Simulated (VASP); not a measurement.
Wanted: the native input for a VASP 6.6.1 run.

| Item | Value |
| --- | --- |
| Task | single point |
| Functional | PBE |
| Potentials or basis | VASP PAW PBE potentials, release 64 (Zr_sv, Hf_pv, Te) |
| Cutoff | 520 eV |
| k mesh | 4 × 3 × 3 |
| Occupations | gaussian, width 0.2 eV |
| Spin | no spin polarisation |
| Dipole correction | no |
| Further INCAR settings | ALGO = Normal; EDIFF = 1e-06; NBANDS = 57 |

The structure of Hf3ZrTe8 lies in POSCAR:

```
Hf3ZrTe8
1.0
    0.0000000000      0.0000000000      7.1690620000
    7.9490396908      0.0000000289      0.0000000000
   -3.9745198704      6.8840702935      0.0000000000
Zr Hf Te
1 3 8
Direct
    0.0000000000      0.0000000000      0.0000000000
    0.0000000000      0.0000000000      0.5000000000
    0.0000000000      0.5000000000      0.0000000000
    0.0000000000      0.5000000000      0.5000000000
    0.7514940000      0.3354200000      0.1677100000
    0.7526030000      0.3333333333      0.6666666667
    0.7514940000      0.8322900000      0.1677100000
    0.7514940000      0.8322900000      0.6645800000
    0.2485060000      0.1677100000      0.3354200000
    0.2485060000      0.1677100000      0.8322900000
    0.2473970000      0.6666666667      0.3333333333
    0.2485060000      0.6645800000      0.8322900000
```

These files were run (other wordings do the same):

INCAR

```
SYSTEM = Hf3ZrTe8
PREC = Accurate ; ENCUT = 520
EDIFF = 1E-6 ; ISMEAR = 0
SIGMA = 0.2 ; LREAL = .FALSE.
LASPH = .TRUE. ; NELM = 60
ALGO = Normal ; ISIF = 2
LWAVE = .FALSE. ; LCHARG = .FALSE.
GGA = PE ; NBANDS = 57
```

KPOINTS

```
Automatic mesh
0
G
  4 3 3
  0 0 0
```

Potentials or basis: VASP PAW PBE potentials, release 64 (Zr_sv, Hf_pv, Te).

Command:

```sh
$ cat potpaw_PBE.64/Zr_sv/POTCAR potpaw_PBE.64/Hf_pv/POTCAR potpaw_PBE.64/Te/POTCAR > POTCAR
$ mpirun -np 1 vasp_std > vasp.out
```

It gave:

* Pressure: -0.1 GPa
* Largest force: 0.022 eV/Å
* Band gap on the k mesh: zero (band 45 reaches 4.95 eV, above the bottom of band 46 at 4.79 eV)

Caveat: spin-orbit coupling is left out, which moves the levels of the heavy elements; this functional lacks dispersion, which binds the layers, so the pressure and a relaxed spacing across them are unreliable.

It took 6.6 min on 1 thread of Intel(R) Xeon(R) Platinum 8259CL CPU @ 2.50GHz (Skylake/Cascade Lake), on a shared host, peak memory 0.57 GiB.
